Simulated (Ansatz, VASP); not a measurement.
# Two plane-wave programs on Ge2Sb2Te5

The input INCAR:

```
PREC = Accurate ; ENCUT = 520
EDIFF = 1E-6 ; ISMEAR = 0
SIGMA = 0.01 ; LREAL = False
LASPH = True ; NELM = 80
ALGO = Normal ; ISIF = 2
LWAVE = False ; LCHARG = False
GGA = PE ; NBANDS = 44
```

File KPOINTS:

```
regular mesh
0
Gamma
  1 1 1
```

File POSCAR:

```
Ge2Sb2Te5
1.0
    6.8391360000     -3.0660060000      0.0000000000
    6.8391360000      3.0660060000      0.0000000000
   -6.8309770000      0.0000000000      6.8476090000
Ge Sb Te
2 2 5
Direct
    0.4973430000      0.4973430000      0.0110440000
    0.2842870000      0.2842870000      0.1878300000
    0.1118700000      0.1118700000      0.4173520000
    0.9017080000      0.9017080000      0.5878730000
    0.3999590000      0.3999590000      0.5971180000
    0.2065190000      0.2065190000      0.8098030000
    0.0083240000      0.0083240000      0.0064350000
    0.7952880000      0.7952880000      0.1961120000
    0.5947020000      0.5947020000      0.3864330000
```

Input for Ansatz:

```yaml
crystal:
  lattice:
    - [6.839136, -3.066006, 0.0]
    - [6.839136, 3.066006, 0.0]
    - [-6.830977, 0.0, 6.847609]
  atoms:
    - { symbol: Ge, position: [0.497343, 0.497343, 0.011044] }
    - { symbol: Ge, position: [0.284287, 0.284287, 0.18783] }
    - { symbol: Sb, position: [0.11187, 0.11187, 0.417352] }
    - { symbol: Sb, position: [0.901708, 0.901708, 0.587873] }
    - { symbol: Te, position: [0.399959, 0.399959, 0.597118] }
    - { symbol: Te, position: [0.206519, 0.206519, 0.809803] }
    - { symbol: Te, position: [0.008324, 0.008324, 0.006435] }
    - { symbol: Te, position: [0.795288, 0.795288, 0.196112] }
    - { symbol: Te, position: [0.594702, 0.594702, 0.386433] }
basis:
  ecutwfc: 420
kpoints:
  mp_grid: { grid: [1, 1, 1] }
hamiltonian:
  xc: pbe
scf:
  occupations: { method: gaussian, width: 0.01 }
output:
  forces: true
  stress: true
  eigenvalues: true
```

Alike in both runs: task single point; functional PBE; k mesh 1 × 1 × 1; occupations gaussian, width 0.01 eV; no spin polarisation.

|  | VASP | Ansatz |
| --- | --- | --- |
| version | VASP 6.6.1 | Ansatz 0.2.0 |
| potentials or method | VASP PAW PBE potentials, release 64 (Ge_d, Sb, Te), cutoff 520 eV | scalar-relativistic, plane waves, PAW |
| valence electrons in the cell | 68 | 138 |

|  | VASP | Ansatz | Ansatz less VASP |
| --- | --- | --- | --- |
| gap on the k mesh at the Fermi level (eV) | 1.38 | 1.38 | +0.005 |
| least direct gap on the mesh (eV) | 1.38 | 1.38 | +0.005 |
| pressure (GPa) | -0.5 | -0.5 | +0.01 |
| traceless stress, the component that is largest in VASP (GPa) | 0.32 | 0.37 | +0.049 |
| rms of the force components (eV/Å) | 0.241 | 0.238 | -0.0030 |

Atom by atom the forces differ by 0.008 eV/Å (rms over components). VASP's potentials hold 68 valence electrons a cell and Ansatz's 138, so a difference there can come from the potentials and not from the codes.

The k mesh is coarse, so the values compare programs but aren't converged. Neither program's run includes spin-orbit coupling.
